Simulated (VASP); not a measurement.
Crystal: SiGe2.

```
Si Ge
1.0
     3.00713    0.00000    0.00000
    -1.50356    2.60425    0.00000
     0.00000    0.00000   13.75192
Si Ge
2 4
Direct
  0.33333 0.66667 0.25000
  0.66667 0.33333 0.75000
  0.33333 0.66667 0.90944
  0.33333 0.66667 0.59056
  0.66667 0.33333 0.09056
  0.66667 0.33333 0.40944
```

| Property | Result |
| --- | --- |
| Program | VASP 6.6.1 |
| Task | relaxation of cell and atoms |
| Functional | PBE |
| Potentials or basis | VASP PAW PBE potentials, release 64 (Si, Ge_d) |
| Cutoff | 600 eV |
| k mesh | 12 × 12 × 4 |
| Occupations | gaussian, width 0.1 eV |
| Spin | no spin polarisation |

At the start: pressure 0.0 GPa; volume 17.95 Å³/atom.

**Question.** Where does the relaxation end?

**Answer.** Over 15 steps the energy falls by 8.3 meV/atom and the volume is 17.93 Å³/atom (-0.1 %); space group P6_3/mmc (No. 194, to 0.1 Å) before and after.

Step by step:
| step | energy change (eV) | largest force (eV/Å) | pressure (GPa) | volume (Å³) |
| --- | --- | --- | --- | --- |
| 1 | 0.0000 | 0.0106 | 0.02 | 107.70 |
| 2 | -0.0404 | 0.0459 | -0.23 | 107.71 |
| 3 | -0.0463 | 0.0792 | -0.25 | 107.71 |
| 4 | -0.0463 | 0.0803 | -0.24 | 107.70 |
| 5 | -0.0476 | 0.0598 | 0.08 | 107.25 |
| 6 | -0.0478 | 0.0465 | 0.31 | 106.96 |
| 7 | -0.0488 | 0.0264 | 0.24 | 107.13 |
| 8 | -0.0494 | 0.0133 | 0.15 | 107.46 |
| 9 | -0.0495 | 0.0062 | 0.32 | 107.42 |
| 10 | -0.0488 | 0.0001 | -0.35 | 108.14 |
| 11 | -0.0495 | 0.0048 | -0.05 | 107.61 |
| 12 | -0.0495 | 0.0048 | 0.05 | 107.59 |
| 13 | -0.0495 | 0.0059 | -0.08 | 107.60 |
| 14 | -0.0495 | 0.0044 | 0.04 | 107.60 |
| 15 | -0.0495 | 0.0017 | -0.03 | 107.60 |

Final structure:
```
Si Ge
1.0
     2.96538    0.00000    0.00000
    -1.48269    2.56810    0.00000
     0.00000    0.00000   14.12943
Si Ge
2 4
Direct
  0.33333 0.66667 0.25000
  0.66667 0.33333 0.75000
  0.33333 0.66667 0.90806
  0.33333 0.66667 0.59194
  0.66667 0.33333 0.09194
  0.66667 0.33333 0.40806
```

Caveat: the highest band is partly filled, so the run has too few bands.
